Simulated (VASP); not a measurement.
# WS2 in VASP: further runs

Runs on WS2. Level: PBEsol. Tasks: single point.

Everything below comes from runs of VASP 6.6.1. Logs are shortened: lines on timing, memory, paths and dates and some standing lists are left out, and cuts for length are marked.

**1. The cell of the first run**

The cell holds a slab with vacuum, 3 atoms: a = 3.146 Å, b = 3.146 Å, c = 16.953 Å, α = 90.00°, β = 90.00°, γ = 120.00°.

**2. Single point, PBEsol (atom 1 (W) moved by (-0.200, +0.100) A along x and y)**

The input, INCAR:

```
SYSTEM = WS2
  PREC = Accurate
  ENCUT = 520
  EDIFF = 1E-6
  ISMEAR = 0
  SIGMA = 0.05
  LREAL = .False.
  LASPH = .True.
  NELM = 60
  ALGO = Normal
  ISIF = 2
  LWAVE = .False.
  LCHARG = .False.
  GGA = PS
  NBANDS = 20
```

The input, KPOINTS:

```
Automatic mesh
0
Gamma
  12 12 2
  0 0 0
```

The input, POSCAR:

```
WS2
1.0
    3.1457762248      0.0000000000      0.0000000000
   -1.5728881124      2.7243221253      0.0000000000
    0.0000000000      0.0000000000     16.9534210846
W S
1 2
Direct
    0.2881092096      0.7033730455      0.0000000000
    0.6666666667      0.3333333333      0.9075761491
    0.6666666667      0.3333333333      0.0924238509
```

Potentials or basis: VASP PAW PBE potentials, release 64 (W_sv, S).

Launch:

```
$ cat potpaw_PBE.64/W_sv/POTCAR potpaw_PBE.64/S/POTCAR > POTCAR
$ mpirun -np 1 vasp_std > vasp.out
```

OUTCAR:

```text
SYSTEM = WS2
   PREC = Accurate
   ENCUT = 520
   EDIFF = 1E-6
   ISMEAR = 0
   LREAL = .False.
   LASPH = .True.
   NELM = 60
   ISIF = 2
   GGA = PS

 ion  position               nearest neighbor table
   1  0.288  0.703  0.000-   2 2.31   3 2.31   2 2.33   3 2.33   2 2.57   3 2.57
   2  0.667  0.333  0.908-   1 2.31   1 2.33   1 2.57
   3  0.667  0.333  0.092-   1 2.31   1 2.33   1 2.57

  LATTYP: Found a hexagonal cell.
 ALAT       =     3.1457762248
 C/A-ratio  =     5.3892648024

  Lattice vectors:

 A1 = (   3.1457762248,   0.0000000000,   0.0000000000)
 A2 = (  -1.5728881124,   2.7243221253,   0.0000000000)
 A3 = (   0.0000000000,   0.0000000000,  16.9534210846)

Analysis of symmetry for initial positions (statically):
=====================================================================
 Subroutine PRICEL returns:
 Original cell was already a primitive cell.

 Routine SETGRP: Setting up the symmetry group for a
 hexagonal supercell.

 Subroutine GETGRP returns: Found  2 space group operations
 (whereof  2 operations were pure point group operations)
 out of a pool of 24 trial point group operations.

The static configuration has the point symmetry C_1h.

Analysis of symmetry for dynamics (positions and initial velocities):
=====================================================================
 Subroutine PRICEL returns:
 Original cell was already a primitive cell.

 Routine SETGRP: Setting up the symmetry group for a
 hexagonal supercell.

 Subroutine GETGRP returns: Found  2 space group operations
 (whereof  2 operations were pure point group operations)
 out of a pool of 24 trial point group operations.

The dynamic configuration has the point symmetry C_1h.

 Subroutine INISYM returns: Found  2 space group operations
 (whereof  2 operations are pure point group operations),
 and found     1 'primitive' translations

----------------------------------------------------------------------------------------

                                     Primitive cell

  volume of cell :     145.2926

  direct lattice vectors                    reciprocal lattice vectors
     3.145776225  0.000000000  0.000000000     0.317886566  0.183531894  0.000000000
    -1.572888112  2.724322125  0.000000000     0.000000000  0.367063788  0.000000000
     0.000000000  0.000000000 16.953421085     0.000000000  0.000000000  0.058985145

  length of vectors
     3.145776225  3.145776225 16.953421085     0.367063788  0.367063788  0.058985145

  position of ions in fractional coordinates (direct lattice)
     0.288109210  0.703373046  0.000000000
     0.666666667  0.333333333  0.907576149
     0.666666667  0.333333333  0.092423851

  ion indices of the primitive-cell ions
   primitive index   ion index
                 1           1
                 2           2
                 3           3

----------------------------------------------------------------------------------------

 KPOINTS: Automatic mesh

Automatic generation of k-mesh.
 Grid dimensions read from file:
 generate k-points for:   12   12    2

 Generating k-lattice:

  Cartesian coordinates                     Fractional coordinates (reciprocal lattice)
     0.026490547  0.015294325  0.000000000     0.083333333  0.000000000  0.000000000
     0.000000000  0.030588649  0.000000000     0.000000000  0.083333333  0.000000000
     0.000000000  0.000000000  0.029492572     0.000000000  0.000000000  0.500000000

  Length of vectors
     0.030588649  0.030588649  0.029492572

  Shift w.r.t. Gamma in fractional coordinates (k-lattice)
     0.000000000  0.000000000  0.000000000

 Subroutine IBZKPT returns following result:
 ===========================================

 Found    148 irreducible k-points:

 Following reciprocal coordinates:
            Coordinates               Weight
  0.000000  0.000000  0.000000      1.000000
  0.083333  0.000000  0.000000      2.000000
  0.000000  0.083333  0.000000      2.000000
 -0.083333  0.083333  0.000000      2.000000
  0.166667  0.000000  0.000000      2.000000
  0.000000  0.166667  0.000000      2.000000
[... 16 lines left out ...]
  0.166667  0.083333  0.000000      2.000000
 -0.083333  0.250000  0.000000      2.000000
 [... further k-points ...]
   k-points           NKPTS =    148   k-points in BZ     NKDIM =    148   number of bands    NBANDS=     20
   number of dos      NEDOS =    301   number of ions     NIONS =      3
   total plane-waves  NPLWV =  72576
   dimension x,y,z NGX =    24 NGY =   24 NGZ =  126
   dimension x,y,z NGXF=    48 NGYF=   48 NGZF=  252
   ions per type =               1   2
   NGX,Y,Z   is equivalent  to a cutoff of  12.68, 12.68, 12.36 a.u.
   NGXF,Y,Z  is equivalent  to a cutoff of  25.37, 25.37, 24.71 a.u.
 SYSTEM =  WS2
   PREC   = accura    normal or accurate (medium, high low for compatibility)
   ISTART =      0    job   : 0-new  1-cont  2-samecut
   ICHARG =      2    charge: 1-file 2-atom 10-const
[... 42 lines left out ...]
   NGX = 11   NGY = 11   NGZ = 63

 number of electron      25.9999998 magnetization

 Free energy of the ion-electron system (eV)
  ---------------------------------------------------
  ext. energy  EPLUGINS =         0.00000000
  ---------------------------------------------------
  free energy    TOTEN  =       -24.72714047 eV

  energy without entropy =      -24.72714047  energy(sigma->0) =      -24.72714047

 E-fermi :  -0.6736     XC(G=0):  -4.6013

 val. band max:       -1.0314858300   @ k =   0.3333   0.3333   0.0000
 cond. band min:       0.6165527409   @ k =   0.0000   0.0000   0.0000
 fundamental gap:      1.6480385709
 Fermi energy:        -0.6736484356

 k-point     1 :       0.0000    0.0000    0.0000
  band No.  band energies     occupation
      1     -75.0406      2.00000
      2     -39.3572      2.00000
      3     -39.1640      2.00000
      4     -39.0978      2.00000
      5     -16.0525      2.00000
      6     -14.3420      2.00000
[... 12 lines left out ...]
     19       4.4029      0.00000
     20       4.9998      0.00000

 k-point     2 :       0.0833    0.0000    0.0000
  band No.  band energies     occupation
      1     -75.0393      2.00000
      2     -39.3522      2.00000
      3     -39.1876      2.00000
      4     -39.1072      2.00000
      5     -15.9254      2.00000
      6     -14.3062      2.00000
[... 12 lines left out ...]
     19       4.5539      0.00000
     20       5.2941      0.00000

 k-point     3 :       0.0000    0.0833    0.0000
  band No.  band energies     occupation
      1     -75.0393      2.00000
      2     -39.3522      2.00000
      3     -39.1871      2.00000
      4     -39.1075      2.00000
      5     -15.9260      2.00000
      6     -14.3052      2.00000
[... 12 lines left out ...]
     19       4.5533      0.00000
     20       5.3018      0.00000

 k-point     4 :      -0.0833    0.0833    0.0000
  band No.  band energies     occupation
      1     -75.0393      2.00000
      2     -39.3528      2.00000
      3     -39.1699      2.00000
      4     -39.1228      2.00000
      5     -15.9411      2.00000
      6     -14.2854      2.00000
[... 12 lines left out ...]
     19       4.5368      0.00000
     20       5.2815      0.00000

 k-point     5 :       0.1667    0.0000    0.0000
  band No.  band energies     occupation
      1     -75.0355      2.00000
      2     -39.3387      2.00000
      3     -39.2560      2.00000
      4     -39.1282      2.00000
      5     -15.5620      2.00000
      6     -14.2057      2.00000
[... 12 lines left out ...]
     19       4.9836      0.00000
     20       5.8821      0.00000
[... 353 lines left out ...]
      6     -14.1952      2.00000
[... 12 lines left out ...]
     19       4.8119      0.00000
     20       5.7344      0.00000

 k-point    22 :      -0.1667    0.0833    0.0000
  band No.  band energies     occupation
      1     -75.0368      2.00000
      2     -39.3441      2.00000
      3     -39.2083      2.00000
      4     -39.1440      2.00000
      5     -15.7100      2.00000
      6     -14.1980      2.00000
[... 12 lines left out ...]
     19       4.8145      0.00000
     20       5.7281      0.00000

 k-point    23 :       0.1667    0.0833    0.0000
  band No.  band energies     occupation
      1     -75.0323      2.00000
      2     -39.3261      2.00000
      3     -39.3245      2.00000
      4     -39.1389      2.00000
      5     -15.2033      2.00000
      6     -14.1452      2.00000
[... 12 lines left out ...]
     19       5.4371      0.00000
     20       6.2934      0.00000

 k-point    24 :      -0.0833    0.2500    0.0000
  band No.  band energies     occupation
      1     -75.0325      2.00000
      2     -39.3285      2.00000
      3     -39.2901      2.00000
      4     -39.1658      2.00000
      5     -15.2694      2.00000
      6     -14.0522      2.00000
[... 12 lines left out ...]
     19       5.3500      0.00000
     20       6.3138      0.00000

 [... further k-points ...]

------------------------ aborting loop because EDIFF is reached ----------------------------------------

  FORCE on cell =-STRESS in cart. coord.  units (eV):
  Direction    XX          YY          ZZ          XY          YZ          ZX
  --------------------------------------------------------------------------------------
  -------------------------------------------------------------------------------------
  Total       -0.0907701      1.5343966      1.8969875      1.5914880      0.0000000      0.0000000
  in kB       -1.0009444     16.9201643     20.9185422     17.5497246      0.0000000      0.0000000
  external PRESSURE =      12.2792540 kB  Pullay stress =       0.0000000 kB

 VOLUME and BASIS-vectors are now :
 -----------------------------------------------------------------------------
  energy-cutoff  :      520.00
  volume of cell :      145.29
      direct lattice vectors                 reciprocal lattice vectors
     3.145776225  0.000000000  0.000000000     0.317886566  0.183531894  0.000000000
    -1.572888112  2.724322125  0.000000000     0.000000000  0.367063788  0.000000000
     0.000000000  0.000000000 16.953421085     0.000000000  0.000000000  0.058985145

 POSITION                                       TOTAL-FORCE (eV/Angst)
 -----------------------------------------------------------------------------------
     -0.20000      1.91621      0.00000         4.024408     -1.958204      0.000000
      1.57289      0.90811     15.38652        -2.012204      0.979102     -0.614068
      1.57289      0.90811      1.56690        -2.012204      0.979102      0.614068
 -----------------------------------------------------------------------------------
    total drift:                               -0.000035     -0.000070     -0.000000

  FREE ENERGIE OF THE ION-ELECTRON SYSTEM (eV)
  ---------------------------------------------------
  free  energy   TOTEN  =       -24.7271404732 eV

  energy  without entropy=      -24.7271404732  energy(sigma->0) =      -24.72714047
```

Wall time 4 min (1 thread of Intel Xeon 6975P-C (Granite Rapids), shared host); peak memory 0.53 GiB.

What came out:

```yaml
Free_energy: -24.7271 eV
Largest_force: 4.476 eV/Å
Band_gap_on_the_k_mesh: 1.65 eV (least direct gap 1.89 eV)
```

Forces on the atoms (eV/Å):
```
W    4.024 -1.958  0.000
S   -2.012  0.979 -0.614
S   -2.012  0.979  0.614
```

Caveat: the cell differs from its parent crystal (atom 1 (W) moved by (-0.200, +0.100) A along x and y); there is no dipole correction, which matters where the two faces differ; the PAW data sets were made with another functional, which shifts forces and pressure a little; spin-orbit coupling is left out, which moves the levels of the heavy elements.

**3. Single point, PBEsol (atom 1 (W) moved by (-0.100, -0.200) A along x and y)**

The input, INCAR:

```
SYSTEM = WS2
PREC = Accurate
ENCUT = 520
EDIFF = 1E-7
ISMEAR = 0
SIGMA = 0.05
LREAL = .FALSE.
LASPH = .TRUE.
NELM = 80
ALGO = Normal
ISIF = 2
LWAVE = .FALSE.
LCHARG = .TRUE.
GGA = PS
LELF = .TRUE.
LVHAR = .TRUE.
NBANDS = 20
```

The input, KPOINTS:

```
regular mesh
0
G
  12 12 2
  0 0 0
```

POSCAR, as its differences from that of step 2:

```diff
@@ -8,3 +8,3 @@
 Direct
-    0.2881092096      0.7033730455      0.0000000000
+    0.2648382979      0.5932539090      0.0000000000
     0.6666666667      0.3333333333      0.9075761491
```

Potentials or basis: VASP PAW PBE potentials, release 64 (W_sv, S).

Launch:

```
$ cat potpaw_PBE.64/W_sv/POTCAR potpaw_PBE.64/S/POTCAR > POTCAR
$ mpirun -np 1 vasp_std > vasp.out
```

Wall time 4.9 min (1 thread of Intel Xeon 6975P-C (Granite Rapids), shared host); peak memory 0.53 GiB.

It converged, with:

```yaml
Free_energy: -24.7107 eV
Largest_force: 4.706 eV/Å
Band_gap_on_the_k_mesh: 1.63 eV (least direct gap 1.88 eV)
```

Forces in eV/Å, atoms in the order of the input:
```
W    2.345  4.080  0.000
S   -1.173 -2.040 -0.664
S   -1.173 -2.040  0.664
```

Levels at points of the mesh, in eV from the valence-band top:
| k point | band 9 | band 10 | band 11 | band 12 | band 13 | band 14 | band 15 | band 16 | band 17 | band 18 |
| --- | --- | --- | --- | --- | --- | --- | --- | --- | --- | --- |
| (0.00, 0.00, 0.00) | -2.78 | -2.65 | -2.21 | -0.49 | -0.32 | 1.63 | 2.30 | 3.16 | 4.03 | 5.08 |
| (0.50, 0.00, 0.00) | -4.43 | -3.25 | -2.66 | -1.80 | -0.78 | 2.71 | 3.37 | 3.75 | 5.14 | 5.35 |
| (0.00, 0.50, 0.00) | -4.94 | -3.96 | -1.91 | -1.56 | -0.46 | 2.97 | 3.15 | 3.26 | 5.00 | 5.04 |
| (0.50, 0.50, 0.00) | -4.71 | -3.45 | -2.25 | -1.98 | -0.21 | 2.78 | 2.85 | 3.38 | 5.10 | 5.52 |
| (0.00, 0.00, 0.50) | -2.78 | -2.65 | -2.21 | -0.49 | -0.32 | 1.63 | 2.30 | 3.16 | 4.03 | 5.20 |
| (0.50, 0.00, 0.50) | -4.43 | -3.25 | -2.66 | -1.80 | -0.78 | 2.71 | 3.37 | 3.75 | 5.14 | 5.35 |
| (0.00, 0.50, 0.50) | -4.94 | -3.96 | -1.91 | -1.56 | -0.46 | 2.97 | 3.15 | 3.26 | 5.00 | 5.04 |
| (0.50, 0.50, 0.50) | -4.71 | -3.45 | -2.25 | -1.98 | -0.21 | 2.78 | 2.85 | 3.38 | 5.10 | 5.52 |

Caveat: the cell differs from its parent crystal (atom 1 (W) moved by (-0.100, -0.200) A along x and y); there is no dipole correction, which matters where the two faces differ; the PAW data sets were made with another functional, which shifts forces and pressure a little; spin-orbit coupling is left out, which moves the levels of the heavy elements.

**4. Single point, PBEsol (atom 1 (W) moved by (-0.200, +0.200) A along x and y)**

The input, INCAR:

```
ALGO = Normal
EDIFF = 1E-6
ENCUT = 520
GGA = PS
ISIF = 2
ISMEAR = 0
LASPH = True
LCHARG = False
LREAL = False
LWAVE = False
NBANDS = 20
NELM = 60
PREC = Accurate
SIGMA = 0.05
```

The input, KPOINTS:

```
k-points
0
Gamma
  12 12 2
```

POSCAR, as its differences from that of step 3:

```diff
@@ -8,3 +8,3 @@
 Direct
-    0.2648382979      0.5932539090      0.0000000000
+    0.3064623991      0.7400794243      0.0000000000
     0.6666666667      0.3333333333      0.9075761491
```

Launch:

```
$ cat potpaw_PBE.64/W_sv/POTCAR potpaw_PBE.64/S/POTCAR > POTCAR
$ mpirun -np 1 vasp_std > vasp.out
```

Wall time 16 min (1 thread of Intel Xeon 8259CL, shared host); peak memory 0.53 GiB.

Results (log left out):

- Free energy: -24.4225 eV
- Largest force: 5.532 eV/Å
- Band gap on the k mesh: 1.27 eV (least direct gap 1.45 eV)

Forces on the atoms (eV/Å):
```
W    3.687 -4.125  0.000
S   -1.843  2.062 -0.972
S   -1.843  2.062  0.972
```

Levels at points of the mesh, in eV from the valence-band top:
| k point | band 9 | band 10 | band 11 | band 12 | band 13 | band 14 | band 15 | band 16 | band 17 | band 18 |
| --- | --- | --- | --- | --- | --- | --- | --- | --- | --- | --- |
| (0.00, 0.00, 0.00) | -3.02 | -2.60 | -2.38 | -0.41 | -0.18 | 1.27 | 2.07 | 2.76 | 4.28 | 5.03 |
| (0.50, 0.00, 0.00) | -4.74 | -3.40 | -2.36 | -2.21 | -0.10 | 2.50 | 2.63 | 3.35 | 5.08 | 5.73 |
| (0.00, 0.50, 0.00) | -4.52 | -3.29 | -2.68 | -2.11 | -0.51 | 2.58 | 3.15 | 3.33 | 5.10 | 5.69 |
| (0.50, 0.50, 0.00) | -5.11 | -4.21 | -1.85 | -1.55 | -0.51 | 2.92 | 2.98 | 3.15 | 4.90 | 5.00 |
| (0.00, 0.00, 0.50) | -3.02 | -2.60 | -2.38 | -0.41 | -0.18 | 1.27 | 2.07 | 2.76 | 4.28 | 5.14 |
| (0.50, 0.00, 0.50) | -4.74 | -3.40 | -2.36 | -2.21 | -0.10 | 2.50 | 2.63 | 3.35 | 5.08 | 5.73 |
| (0.00, 0.50, 0.50) | -4.52 | -3.29 | -2.68 | -2.11 | -0.51 | 2.58 | 3.15 | 3.33 | 5.10 | 5.69 |
| (0.50, 0.50, 0.50) | -5.11 | -4.21 | -1.85 | -1.55 | -0.51 | 2.92 | 2.98 | 3.15 | 4.90 | 5.00 |

Caveat: the cell differs from its parent crystal (atom 1 (W) moved by (-0.200, +0.200) A along x and y); there is no dipole correction, which matters where the two faces differ; the PAW data sets were made with another functional, which shifts forces and pressure a little; spin-orbit coupling is left out, which moves the levels of the heavy elements.

**5. Single point, PBEsol (atom 1 (W) moved by (-0.200, -0.100) A along x and y)**

The input, INCAR:

```
PREC = Accurate ; ENCUT = 520
EDIFF = 1E-7 ; ISMEAR = 0
SIGMA = 0.05 ; LREAL = F
LASPH = T ; NELM = 100
ALGO = Normal ; ISIF = 2
LWAVE = F ; LCHARG = T
GGA = PS ; LELF = T
LVHAR = T ; NBANDS = 20
```

The input, KPOINTS:

```
Automatic mesh
0
Gamma
  12 12 2
```

POSCAR, as its differences from that of step 4:

```diff
@@ -8,3 +8,3 @@
 Direct
-    0.3064623991      0.7400794243      0.0000000000
+    0.2514028308      0.6299602878      0.0000000000
     0.6666666667      0.3333333333      0.9075761491
```

Launch:

```
$ cat potpaw_PBE.64/W_sv/POTCAR potpaw_PBE.64/S/POTCAR > POTCAR
$ mpirun -np 1 vasp_std > vasp.out
```

Run time: 16 min. Hardware: 1 thread of Intel Xeon 8259CL, shared host; peak memory 0.53 GiB.

It converged, with:

```yaml
Free_energy: -24.6863 eV
Largest_force: 5.040 eV/Å
Band_gap_on_the_k_mesh: 1.62 eV (least direct gap 1.88 eV)
```

Forces in eV/Å, atoms in the order of the input:
```
W    4.485  2.300  0.000
S   -2.242 -1.150 -0.739
S   -2.242 -1.150  0.739
```

Levels at points of the mesh, in eV from the valence-band top:
```csv
k point,band 10,band 11,band 12,band 13,band 14,band 15,band 16,band 17
"(0.00, 0.00, 0.00)",-2.68,-2.04,-0.57,-0.34,1.62,2.23,3.48,3.96
"(0.50, 0.00, 0.00)",-3.23,-2.78,-1.53,-1.16,2.71,3.36,4.54,4.76
"(0.00, 0.50, 0.00)",-3.68,-2.06,-1.88,-0.18,2.86,2.87,3.35,5.06
"(0.50, 0.50, 0.00)",-3.74,-2.02,-1.83,-0.21,2.89,2.90,3.34,5.05
"(0.00, 0.00, 0.50)",-2.68,-2.04,-0.57,-0.34,1.62,2.23,3.48,3.96
"(0.50, 0.00, 0.50)",-3.23,-2.78,-1.53,-1.16,2.71,3.36,4.54,4.76
"(0.00, 0.50, 0.50)",-3.68,-2.06,-1.88,-0.18,2.86,2.87,3.35,5.06
"(0.50, 0.50, 0.50)",-3.74,-2.02,-1.83,-0.21,2.89,2.90,3.34,5.05
```

Caveat: the cell differs from its parent crystal (atom 1 (W) moved by (-0.200, -0.100) A along x and y); there is no dipole correction, which matters where the two faces differ; the PAW data sets were made with another functional, which shifts forces and pressure a little; spin-orbit coupling is left out, which moves the levels of the heavy elements.

**6. The runs side by side**

```tsv
cell	gap on the mesh (eV)	largest force (eV/Å)
as given, atomic positions A	1.65	4.48
as given, atomic positions B	1.63	4.71
as given, atomic positions C	1.27	5.53
as given, atomic positions D	1.62	5.04
```

Alike in all rows: task single point; level PBEsol; potentials or basis VASP PAW PBE potentials, release 64 (W_sv, S); no spin polarisation; k mesh 12 × 12 × 2; cutoff (eV) 520; smearing gaussian 0.05 eV.

Caveats: there is no dipole correction, which matters where the two faces differ; the PAW data sets were made with another functional, which shifts forces and pressure a little; spin-orbit coupling is left out, which moves the levels of the heavy elements.

Absolute energies hang on the potentials; compare differences alone.
